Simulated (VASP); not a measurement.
Runs of VASP 6.6.1 on CaC2. The structure is that of space group I4/mmm (No. 139), or close to it. The cells are those of the table. 

```tsv
cell	gap on the mesh (eV)	pressure (GPa)	largest force (eV/Å)
a = 4.151 Å, angles 124.5, 124.5, 82.4°, 3 atoms	1.26	1.2	2.65
a = 4.091 Å, angles 123.6, 123.6, 83.9°, 3 atoms	1.35	7.7	5.61
a = 4.334 Å, angles 127.0, 127.0, 78.3°, 3 atoms	(c)	(a)	3.57
a = 4.460 Å, angles 128.6, 128.6, 75.7°, 3 atoms	(d)	-16.3	6.09
a = 4.397 Å, angles 127.8, 127.8, 76.9°, 3 atoms	(b)	-14.2	4.96
```

Alike in all rows: task single point; level LDA; potentials or basis VASP PAW LDA potentials, release 64 (Ca_sv, C); no spin polarisation; k mesh 10 × 10 × 10; cutoff (eV) 520; smearing gaussian 0.05 eV.

Task: Fill in the values left out.

Result: (a) -11.6; (b) 0.86; (c) 0.96; (d) 0.77.

Caveats: forces of over 1 eV/Å act on the atoms, so gaps and moduli don't describe the material at rest.

A k mesh can miss the band edges.
